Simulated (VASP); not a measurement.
Input of a VASP 6.6.1 run:

Contents of INCAR:

```
PREC = Accurate
ENCUT = 600
EDIFF = 1E-6
ISMEAR = -1
SIGMA = 0.05
LREAL = F
LASPH = T
NELM = 100
ALGO = Normal
ISIF = 3
LWAVE = F
LCHARG = F
GGA = RP
IVDW = 13
IBRION = 2
NSW = 60
EDIFFG = -0.01
```

Contents of KPOINTS:

```
regular mesh
0
Gamma
  12 8 6
```

File POSCAR:

```
BAs
1.0
    2.1275493300      0.0000000000      0.0000000000
    0.0000000000      3.1740629400      0.0000000000
    0.0000000000      0.0000000000      4.9509801800
B As
1 1
Direct
    0.0000000000      0.5000000000      0.0000000000
    0.5000000000      0.5000000000      0.5000000000
```

Potentials or basis: VASP PAW PBE potentials, release 64 (B, As).

Command:

```bash
$ cat potpaw_PBE.64/B/POTCAR potpaw_PBE.64/As/POTCAR > POTCAR
$ mpirun -np 1 vasp_std > vasp.out
```

(1) Estimate the relaxed volume.

(2) Predict the dispersion energy per atom.

(3) Estimate the band gap on the k mesh.

Answers

(1) 12.33 Å³/atom.

(2) -0.898 eV.

(3) zero (band 4 reaches 9.70 eV, above the bottom of band 5 at 4.40 eV).

Caveat: the volume moved by over 15 % at a fixed basis, so the end points are rough; the PAW data sets were made with another functional, which shifts forces and pressure a little.
